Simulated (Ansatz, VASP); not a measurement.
**C in VASP and in Ansatz**

```
C
1.0
     0.00000    2.12700    3.38148
     1.22800    0.00000    3.38148
     1.22800    2.12700    0.00000
C
2
Direct
  0.16667 0.83333 0.16667
  0.83333 0.16667 0.83333
```

Change from the starting cell: zz strain of +1 %, PAW files.

Alike in both runs: task electric field gradients; functional PBEsol; k mesh 18 × 18 × 18; occupations fermi-dirac, width 0.05 eV; no spin polarisation.

|  | VASP | Ansatz |
| --- | --- | --- |
| version | VASP 6.6.1 | Ansatz 0.2.0 |
| potentials or method | VASP PAW PBE potentials, release 64 (C) | PAW with Ansatz's default frozen-core files, scalar-relativistic |
| plane-wave cutoff (eV) | 520 | 420 |
| valence electrons in the cell | 8 | 8 |

Ansatz gave:

* pressure (GPa): 1.3
* traceless stress, the component that is largest in VASP (GPa): 0.10
* size of Vzz on the site where it differs most (V/Å²): 24.4

**Question.** Which values does VASP return?

**Answer.** Pressure (GPa): 2.0; traceless stress, the component that is largest in VASP (GPa): -0.64; size of Vzz on the site where it differs most (V/Å²): 31.9.

VASP's potentials were made for PBE, not for PBEsol.
